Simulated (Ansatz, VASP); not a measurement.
**One calculation of BN, two programs**

The input INCAR:

```
SYSTEM = BN
  PREC = Accurate
  ENCUT = 520
  EDIFF = 1E-6
  ISMEAR = -1
  SIGMA = 0.05
  LREAL = .False.
  LASPH = .True.
  NELM = 80
  ALGO = Normal
  ISIF = 2
  LWAVE = .False.
  LCHARG = .False.
  GGA = PS
  NBANDS = 11
```

Contents of KPOINTS:

```
regular mesh
0
Gamma
  13 13 9
  0 0 0
```

Contents of POSCAR:

```
BN
1.0
    2.4912079273      0.0000000000      0.0000000000
   -1.2383433262      2.1616250238      0.0000000000
   -0.6264323005     -1.0808125118      3.0022538854
N B
1 1
Direct
    0.6685060000      0.3323850000      0.9849990000
    0.9796430000      0.9834990000      0.0018060000
```

The input input.yaml:

```yaml
crystal:
  lattice:
    - [2.4912079273, 0.0, 0.0]
    - [-1.2383433262, 2.1616250238, 0.0]
    - [-0.6264323005, -1.0808125118, 3.0022538854]
  atoms:
    - { symbol: "N", position: [0.668506, 0.332385, 0.984999] }
    - { symbol: B, position: [0.979643, 0.983499, 0.001806] }
kpoints:
  mp_grid: { grid: [13, 13, 9] }
scf:
  occupations: { method: fermi_dirac, width: 0.05 }
hamiltonian:
  xc: pbesol
  pseudopotentials: { kind: all_electron, lapw: { basis_error: 0.001 } }
output:
  forces: true
  stress: true
  eigenvalues: true
```

Change from the starting cell: volume scaled by 0.98.

Alike in both runs: task single point; functional PBEsol; k mesh 13 × 13 × 9; occupations fermi-dirac, width 0.05 eV; no spin polarisation.

|  | VASP | Ansatz |
| --- | --- | --- |
| version | VASP 6.6.1 | Ansatz 0.2.0 |
| potentials or method | VASP PAW PBE potentials, release 64 (N, B), cutoff 520 eV | all-electron LAPW, scalar-relativistic |

Ansatz gave:

| Quantity | Value |
| --- | --- |
| gap on the k mesh at the Fermi level (eV) | 2.70 |
| least direct gap on the mesh (eV) | 4.52 |
| pressure (GPa) | 7.2 |
| traceless stress, the component that is largest in VASP (GPa) | 7.84 |
| rms of the force components (eV/Å) | 1.655 |

Which values does VASP return?

gap on the k mesh at the Fermi level (eV): 2.69; least direct gap on the mesh (eV): 4.51; pressure (GPa): 7.6; traceless stress, the component that is largest in VASP (GPa): 8.16; rms of the force components (eV/Å): 1.654.

VASP's potentials were made for PBE, not for PBEsol. Atom by atom the forces differ by 0.002 eV/Å (rms over components). Ansatz ran all-electron here, and VASP with PAW potentials.
